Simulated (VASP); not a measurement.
A run of VASP 6.6.1 is set up as follows.

INCAR

```
ALGO = Normal
EDIFF = 1E-6
ENCUT = 520
GGA = PE
ISIF = 2
ISMEAR = 0
LASPH = T
LCHARG = F
LREAL = F
LWAVE = F
NBANDS = 80
NELM = 60
PREC = Accurate
SIGMA = 0.05
```

KPOINTS

```
k-points
0
Gamma
  3 2 3
```

POSCAR

```
Sc12C
1.0
    6.6200000000      0.0000000000      0.0000000000
   -4.9650000000      8.5996320000      0.0000000000
    0.0000000000      0.0000000000      5.2761400000
Sc C
12 1
Direct
   -0.0028974084     -0.0032342082     -0.0313388197
    0.1802963333      0.2404511030      0.5229436672
   -0.0047963141      0.3347718833      0.0144385858
    0.1603812403      0.5530158732      0.4940926511
    0.0014319231      0.6617106406     -0.0084567506
    0.1729959202      0.8852783468      0.4904263344
    0.4932256320     -0.0094768009     -0.0138248796
    0.6684268086      0.2262907296      0.5296025124
    0.5061511215      0.3363068327      0.0209960312
    0.6678607522      0.5517972164      0.5069982980
    0.4850050139      0.6564592531     -0.0104783042
    0.6551152898      0.8839895707      0.4888492345
    0.0103988784      0.0137767523      0.3680510752
```

Potentials or basis: VASP PAW PBE potentials, release 64 (Sc_sv, C).

Run with:

```console
$ cat potpaw_PBE.64/Sc_sv/POTCAR potpaw_PBE.64/C/POTCAR > POTCAR
$ mpirun -np 1 vasp_std > vasp.out
```

**Question.** Estimate the largest force.

**Answer.** 0.054 eV/Å.

**Question.** What does it give for the band gap on the k mesh?

**Answer.** Zero (bands 68 and 69 overlap by 0.31 eV).

**Question.** Estimate the pressure.

**Answer.** 1.2 GPa.

Stress tensor (GPa, compression positive):
```
 1.95  0.02 -0.06
 0.02  1.47  0.53
-0.06  0.53  0.23
```

Caveat: the k points lie up to 0.40 Å⁻¹ apart.
